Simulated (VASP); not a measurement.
Wanted: the native input for a VASP 6.6.1 run.

```
Task                   : single point
Functional             : PBE
Potentials or basis    : VASP PAW PBE potentials, release 64 (In_d, P)
Cutoff                 : 520 eV
k mesh                 : 11 × 11 × 11
Occupations            : fermi-dirac, width 0.05 eV
Spin                   : non-collinear spin, zero start, spin-orbit coupling
Starting moments       : [[0.0, 0.0, 0.0], [0.0, 0.0, 0.0]] μB
Dipole correction      : no
Further INCAR settings : ALGO = Normal; EDIFF = 1e-06; NBANDS = 30
```

The structure of InP lies in POSCAR:

```
InP
1.0
    0.0000000000      2.8550000000      2.8550000000
    2.8550000000      0.0000000000      2.8550000000
    2.8550000000      2.8550000000      0.0000000000
In P
1 1
Direct
    0.0000000000      0.0000000000      0.0000000000
    0.5000000000      0.5000000000      0.5000000000
```

These files were run (other wordings do the same):

INCAR

```
PREC = Accurate
ENCUT = 520
EDIFF = 1E-6
ISMEAR = -1
SIGMA = 0.05
LREAL = F
LASPH = T
NELM = 150
ALGO = Normal
ISIF = 2
LWAVE = F
LCHARG = F
LNONCOLLINEAR = T
MAGMOM = 0 0 0 0 0 0
LORBIT = 11
LSORBIT = T
GGA_COMPAT = F
LORBMOM = T
GGA = PE
NBANDS = 30
```

KPOINTS

```
regular mesh
0
Gamma
  11 11 11
```

Potentials or basis: VASP PAW PBE potentials, release 64 (In_d, P).

Command:

```console
$ cat potpaw_PBE.64/In_d/POTCAR potpaw_PBE.64/P/POTCAR > POTCAR
$ mpirun -np 1 vasp_ncl > vasp.out
```

Results of the run:

- Pressure: -5.4 GPa
- Net moment: 0.00 μB per cell
- Valence electrons inside the program's atomic spheres: In 11.25; P 2.43

Caveat: the cell stands under tension.

Wall time 2.2 min on 1 thread of Intel(R) Xeon(R) Platinum 8375C CPU @ 2.90GHz (Ice Lake), with other jobs on the host, peak memory 0.34 GiB.
